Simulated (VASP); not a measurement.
# Cu (P6/mmm) in VASP: notebook, part 2 of 2

VASP 6.6.1.

### 3 Single point, PBE

This run uses another cell than the first one: it holds 1 atom, not 3.

INCAR

```
SYSTEM = Cu
ALGO     = Normal         ! electronic algorithm
EDIFF    = 1E-7           ! SCF threshold, eV
ENCUT    = 520            ! plane-wave cutoff, eV
GGA      = PE             ! functional
ISIF     = 2              ! what is computed and relaxed
ISMEAR   = -1             ! smearing method
LASPH    = .True.         ! aspherical terms in the spheres
LCHARG   = .False.        ! write CHGCAR
LREAL    = .False.        ! projectors in reciprocal space
LWAVE    = .False.        ! write WAVECAR
NBANDS   = 12             ! bands
NELM     = 80             ! most SCF steps
PREC     = Accurate       ! precision mode
SIGMA    = 0.1            ! smearing width, eV
```

KPOINTS

```
k-points
0
Gamma
  18 18 17
  0 0 0
```

POSCAR

```
Cu
1.0
    2.3922642305      0.0000000000      0.0000000000
   -1.1961321153      2.0717615962      0.0000000000
    0.0000000000      0.0000000000      2.3182186818
Cu
1
Direct
    0.0000000000      0.0000000000      0.0000000000
```

Potentials or basis: VASP PAW PBE potentials, release 64 (Cu).

Run with:

```sh
> cat potpaw_PBE.64/Cu/POTCAR > POTCAR
> mpirun -np 1 vasp_std > vasp.out
```

OUTCAR:

```text
SYSTEM = Cu
   EDIFF = 1E-7
   ENCUT = 520
   GGA = PE
   ISIF = 2
   ISMEAR = -1
   LASPH = .True.
   LREAL = .False.
   NELM = 80
   PREC = Accurate

 ion  position               nearest neighbor table
   1  0.000  0.000  0.000-

  LATTYP: Found a hexagonal cell.
 ALAT       =     2.3922642305
 C/A-ratio  =     0.9690479222

  Lattice vectors:

 A1 = (   2.3922642305,   0.0000000000,   0.0000000000)
 A2 = (  -1.1961321153,   2.0717615962,   0.0000000000)
 A3 = (   0.0000000000,   0.0000000000,   2.3182186818)

Analysis of symmetry for initial positions (statically):
=====================================================================
 Subroutine PRICEL returns:
 Original cell was already a primitive cell.

 Routine SETGRP: Setting up the symmetry group for a
 hexagonal supercell.

 Subroutine GETGRP returns: Found 24 space group operations
 (whereof 24 operations were pure point group operations)
 out of a pool of 24 trial point group operations.

The static configuration has the point symmetry D_6h.

Analysis of symmetry for dynamics (positions and initial velocities):
[... 159 lines left out ...]
 val. band max:        7.8386462220   @ k =   0.3889   0.1111   0.0588
 cond. band min:       7.8956685902   @ k =   0.2222   0.0556   0.4118
 fundamental gap:      0.0570223682
 Fermi energy:         7.8945955127

 k-point     1 :       0.0000    0.0000    0.0000
  band No.  band energies     occupation
      1      -1.5901      2.00000
      2       3.2871      2.00000
      3       4.7389      2.00000
      4       4.7389      2.00000
      5       6.3470      2.00000
      6       6.3470      2.00000
      7      25.9090      0.00000
      8      30.7238      0.00000
      9      31.3406      0.00000
     10      33.5780      0.00000
     11      33.5780      0.00000
     12      35.9641      0.00000
[... 331 lines left out ...]
 k-point    24 :       0.3889    0.1111    0.0000
  band No.  band energies     occupation
      1       2.7916      2.00000
      2       3.7791      2.00000
      3       5.2815      2.00000
      4       5.4087      2.00000
      5       6.0759      2.00000
      6       7.7142      1.71732
      7      12.8407      0.00000
      8      21.1412      0.00000
      9      33.0087      0.00000
     10      33.8161      0.00000
     11      34.6004      0.00000
     12      38.9117      0.00000

 [... further k-points ...]
[... 5 lines left out ...]
  --------------------------------------------------------------------------------------
  -------------------------------------------------------------------------------------
  Total        1.4751815      1.4751815      1.4492947     -0.0000000      0.0000000      0.0000000
  in kB      205.7087243    205.7087243    202.0988983     -0.0000000      0.0000000      0.0000000
  external PRESSURE =     204.5054490 kB  Pullay stress =       0.0000000 kB

 VOLUME and BASIS-vectors are now :
 -----------------------------------------------------------------------------
  energy-cutoff  :      520.00
  volume of cell :       11.49
      direct lattice vectors                 reciprocal lattice vectors
     2.392264230  0.000000000  0.000000000     0.418014025  0.241340510  0.000000000
    -1.196132115  2.071761596  0.000000000     0.000000000  0.482681020  0.000000000
     0.000000000  0.000000000  2.318218682     0.000000000  0.000000000  0.431365689

 POSITION                                       TOTAL-FORCE (eV/Angst)
 -----------------------------------------------------------------------------------
      0.00000      0.00000      0.00000        -0.000000      0.000000      0.000000
 -----------------------------------------------------------------------------------
    total drift:                                0.000000      0.000000      0.000000

  FREE ENERGIE OF THE ION-ELECTRON SYSTEM (eV)
  ---------------------------------------------------
  free  energy   TOTEN  =        -3.3827241051 eV

  energy  without entropy=       -3.3744666498  energy(sigma->0) =       -3.37859538
```

Wall time 54 s (1 thread of Intel Xeon 8259CL, shared host); peak memory 0.15 GiB.

What came out:

| Quantity | Value |
| --- | --- |
| Free energy | -3.3827 eV |
| Pressure | 20.5 GPa |

### 4 Single point, PBE

This run uses another cell than the first one: it holds 1 atom, not 3.

INCAR

```
SYSTEM = Cu
  PREC = Accurate
  ENCUT = 520
  EDIFF = 1E-6
  ISMEAR = -1
  SIGMA = 0.1
  LREAL = .False.
  LASPH = .True.
  NELM = 80
  ALGO = Normal
  ISIF = 2
  LWAVE = .False.
  LCHARG = .True.
  GGA = PE
  LELF = .True.
  LVHAR = .True.
  NBANDS = 12
```

KPOINTS

```
Automatic mesh
0
Gamma
  18 18 17
  0 0 0
```

POSCAR

```
Cu
1.0
    2.3922727442      0.0000000000      0.0000000000
   -1.1961363721      2.0717689692      0.0000000000
    0.0000000000      0.0000000000      2.3187780484
Cu
1
Direct
    0.0000000000      0.0000000000      0.0000000000
```

Run with:

```sh
> cat potpaw_PBE.64/Cu/POTCAR > POTCAR
> mpirun -np 1 vasp_std > vasp.out
```

Run time: 55 s. Hardware: 1 thread of Intel Xeon 8259CL, shared host; peak memory 0.15 GiB.

The run converged. Its results:

```yaml
Free_energy: -3.3831 eV
Pressure: 20.4 GPa
```

Stress tensor (GPa, compression positive):
```
20.57  0.00  0.00
 0.00 20.57  0.00
 0.00  0.00 20.12
```

Levels at points of the mesh, in eV from the Fermi level:
```csv
k point,band 2,band 3,band 4,band 5,band 6,band 7,band 8,band 9,band 10,band 11
"(0.00, 0.00, 0.00)",-4.61,-3.16,-3.16,-1.55,-1.55,18.00,22.82,23.45,25.69,25.69
"(0.50, 0.00, 0.00)",-4.10,-2.55,-1.75,-1.39,-1.07,4.00,16.28,21.59,25.61,27.36
```

### 5 Single point, PBE

INCAR

```
ALGO     = Normal         # electronic algorithm
EDIFF    = 1E-6           # SCF threshold, eV
ENCUT    = 520            # plane-wave cutoff, eV
GGA      = PE             # functional
ISIF     = 2              # what is computed and relaxed
ISMEAR   = -1             # smearing method
LASPH    = T              # aspherical terms in the spheres
LCHARG   = F              # write CHGCAR
LREAL    = F              # projectors in reciprocal space
LWAVE    = F              # write WAVECAR
NBANDS   = 24             # bands
NELM     = 80             # most SCF steps
PREC     = Accurate       # precision mode
SIGMA    = 0.1            # smearing width, eV
```

KPOINTS

```
k-points
0
Gamma
  9 9 13
```

POSCAR

```
Cu
1.0
    3.9758664509      0.0000000000      0.0000000000
   -1.9879332254      3.4432013485      0.0000000000
    0.0000000000      0.0000000000      2.3856908475
Cu
3
Direct
    0.0000000000      0.0000000000      0.0000000000
    0.3333333333      0.6666666667      0.5000000000
    0.6666666667      0.3333333333      0.5000000000
```

Run with:

```sh
> cat potpaw_PBE.64/Cu/POTCAR > POTCAR
> mpirun -np 1 vasp_std > vasp.out
```

Wall time 94 s (1 thread of Intel Xeon 8259CL, shared host); peak memory 0.17 GiB.

Results (log left out):

```
Free energy : -10.7392 eV
Pressure    : 20.8 GPa
```

Stress tensor (GPa, compression positive):
```
20.81  0.00  0.00
 0.00 20.81  0.00
 0.00  0.00 20.65
```

Levels at points of the mesh, in eV from the Fermi level:
| k point | band 12 | band 13 | band 14 | band 15 | band 16 | band 17 | band 18 | band 19 | band 20 | band 21 |
| --- | --- | --- | --- | --- | --- | --- | --- | --- | --- | --- |
| (0.00, 0.00, 0.00) | -2.59 | -2.54 | -2.54 | -1.64 | -1.64 | 4.79 | 4.79 | 4.80 | 4.80 | 6.81 |

### 6 Single point, PBE

INCAR

```
PREC = Accurate ; ENCUT = 520
EDIFF = 1E-6 ; ISMEAR = -1
SIGMA = 0.1 ; LREAL = False
LASPH = True ; NELM = 100
ALGO = Normal ; ISIF = 2
LWAVE = False ; LCHARG = False
GGA = PE ; NBANDS = 24
```

KPOINTS

```
Automatic mesh
0
Gamma
  9 9 13
```

POSCAR

```
Cu
1.0
    3.9759482175      0.0000000000      0.0000000000
   -1.9879741087      3.4432721605      0.0000000000
    0.0000000000      0.0000000000      2.3857707828
Cu
3
Direct
    0.0000000000      0.0000000000      0.0000000000
    0.3333333333      0.6666666667      0.5000000000
    0.6666666667      0.3333333333      0.5000000000
```

Potentials or basis: VASP PAW PBE potentials, release 64 (Cu).

Run with:

```sh
> cat potpaw_PBE.64/Cu/POTCAR > POTCAR
> mpirun -np 1 vasp_std > vasp.out
```

Run time: 88 s. Hardware: 1 thread of Intel Xeon 8259CL, shared host; peak memory 0.18 GiB.

It converged, with:

- Free energy: -10.7395 eV
- Pressure: 20.7 GPa

Stress tensor (GPa, compression positive):
```
20.80  0.00  0.00
 0.00 20.80  0.00
 0.00  0.00 20.63
```

Levels at points of the mesh, in eV from the Fermi level:
```tsv
k point	band 12	band 13	band 14	band 15	band 16	band 17	band 18	band 19	band 20	band 21
(0.00, 0.00, 0.00)	-2.59	-2.54	-2.54	-1.64	-1.64	4.79	4.79	4.80	4.80	6.81
```

### 7 The runs side by side

```tsv
task	cell	k mesh	cutoff (eV)	gap on the mesh (eV)	pressure (GPa)
relaxation of cell and atoms	relaxed to 20 GPa from a = 3.976, b = 3.976, c = 2.386 Å, angles 90.0, 90.0, 120.0°, 3 atoms	9 × 9 × 13	600	none	20.0
single point	a = 2.392, b = 2.392, c = 2.318 Å, angles 90.0, 90.0, 120.0°, 1 atom	18 × 18 × 17	520	none	20.5
single point	a = 2.392, b = 2.392, c = 2.319 Å, angles 90.0, 90.0, 120.0°, 1 atom	18 × 18 × 17	520	none	20.4
single point	a = 3.976, b = 3.976, c = 2.386 Å, angles 90.0, 90.0, 120.0°, 3 atoms	9 × 9 × 13	520	none	20.7
```

Alike in all rows: level PBE; potentials or basis VASP PAW PBE potentials, release 64 (Cu); no spin polarisation; smearing fermi-dirac 0.1 eV.

Caveats: the cell is relaxed towards a set pressure, so the enthalpy falls and the energy may rise (some runs).

Absolute energies hang on the potentials; compare differences alone.
